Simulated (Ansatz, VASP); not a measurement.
## Cu: VASP beside Ansatz

```
Cu
1.0
     0.00000    1.81484    1.81484
     1.81484    0.00000    1.81484
     1.81484    1.81484    0.00000
Cu
1
Direct
  0.50000 0.50000 0.50000
```

Alike in both runs: task single point; functional r2SCAN; k mesh 26 × 26 × 26; occupations gaussian, width 0.1 eV; no spin polarisation.

```csv
,VASP,Ansatz
version,VASP 6.6.1,Ansatz 0.2.0
potentials or method,"VASP PAW PBE potentials, release 64 (Cu), cutoff 520 eV","scalar-relativistic, plane waves, PAW"
valence electrons in the cell,11,19
```

```tsv
	VASP	Ansatz	Ansatz less VASP
gap on the k mesh at the Fermi level (eV)	none	none	-
pressure (GPa)	-5.8	-6.4	-0.58
```

VASP's potentials were made for PBE, not for r2SCAN. A gap of «none» marks a metal or a gap that the smearing closes. The functional is the same, so the differences come from potentials, cutoffs and numerics. VASP's potentials hold 11 valence electrons a cell and Ansatz's 19, so a difference there can come from the potentials and not from the codes.
